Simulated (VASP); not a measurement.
Wanted: the native input for a VASP 6.6.1 run.

```yaml
Task: relaxation of cell and atoms
Functional: LDA
Potentials_or_basis: VASP PAW LDA potentials, release 64 (Be)
Cutoff: 600 eV
k_mesh: 18 × 18 × 18
Occupations: fermi-dirac, width 0.05 eV
Spin: no spin polarisation
Target_pressure: 160 GPa
Dipole_correction: no
Further_INCAR_settings: ALGO = Normal; EDIFF = 1e-06; IBRION = 2; EDIFFG = -0.005; NSW = 32; ISIF = 3
```

The structure of Be lies in POSCAR:

```
Be
1.0
    0.0000000000      1.8209640268      1.8209640268
    1.8209640268      0.0000000000      1.8209640268
    1.8209640268      1.8209640268      0.0000000000
Be
2
Direct
   -0.1250000000     -0.1250000000     -0.1250000000
    0.1250000000      0.1250000000      0.1250000000
```

One way to write it, as run:

INCAR

```
PREC = Accurate
ENCUT = 600
EDIFF = 1E-6
ISMEAR = -1
SIGMA = 0.05
LREAL = F
LASPH = T
NELM = 80
ALGO = Normal
ISIF = 3
LWAVE = F
LCHARG = F
IBRION = 2
NSW = 32
EDIFFG = -0.005
PSTRESS = 1600.0
```

KPOINTS

```
regular mesh
0
Gamma
  18 18 18
```

Potentials or basis: VASP PAW LDA potentials, release 64 (Be).

The run is started by

```bash
$ cat potpaw_LDA.64/Be/POTCAR > POTCAR
$ mpirun -np 1 vasp_std > vasp.out
```

Results of the run:

The relaxed volume is 6.06 Å³/atom. The relaxed cell is a = 2.578 Å, b = 2.578 Å, c = 2.578 Å, α = 60.00°, β = 60.00°, γ = 60.00°, the space group after relaxing (to 0.05 Å) is Fd-3m (No. 227) and the energy change on relaxing (the enthalpy is what falls) is -22.8 meV/atom. The ionic steps are 3, the pressure after relaxing is 160.0 GPa and the band gap on the k mesh is zero (band 2 reaches 16.87 eV, above the bottom of band 3 at 7.01 eV).

Caveat: the cell is relaxed towards a set pressure, so the enthalpy falls and the energy may rise.

Run time: 10 s on 1 thread of Intel(R) Xeon(R) 6975P-C (Granite Rapids), with other jobs on the host, peak memory 0.13 GiB.
